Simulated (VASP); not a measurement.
## Be: single point with PBE

Be:

```
Be
1.0
     0.00000    1.57903    1.57903
     1.57903    0.00000    1.57903
     1.57903    1.57903    0.00000
Be
1
Direct
  0.00000 0.00000 0.00000
```

This isn't the form of Be at room conditions, which is hcp.

| Quantity | Value |
| --- | --- |
| Program | VASP 6.6.1 |
| Task | single point |
| Functional | PBE |
| Potentials or basis | VASP PAW PBE potentials, release 64 (Be) |
| Cutoff | 600 eV |
| k mesh | 22 × 22 × 22 |
| Occupations | gaussian, width 0.05 eV |
| Spin | no spin polarisation |
| Dipole correction | no |
| Further INCAR settings | ALGO = Normal; EDIFF = 1e-06; NBANDS = 7 |

| Property | Result |
| --- | --- |
| Pressure | 0.2 GPa |
| Band gap on the k mesh | zero (bands 1 and 2 overlap by 0.70 eV) |

Levels at points of the mesh, in eV from the Fermi level:
```
           k point  band 1  band 2  band 3  band 4  band 5
(0.00, 0.00, 0.00)  -11.96   19.36   19.36   19.36   29.03
(0.50, 0.00, 0.00)   -5.37   -0.07   16.42   16.42   26.17
(0.50, 0.50, 0.00)   -2.75    3.76    9.45    9.45   15.09
```

Wall time 22 s on 1 thread of Intel Xeon 8259CL, on a shared host, peak memory 0.13 GiB.
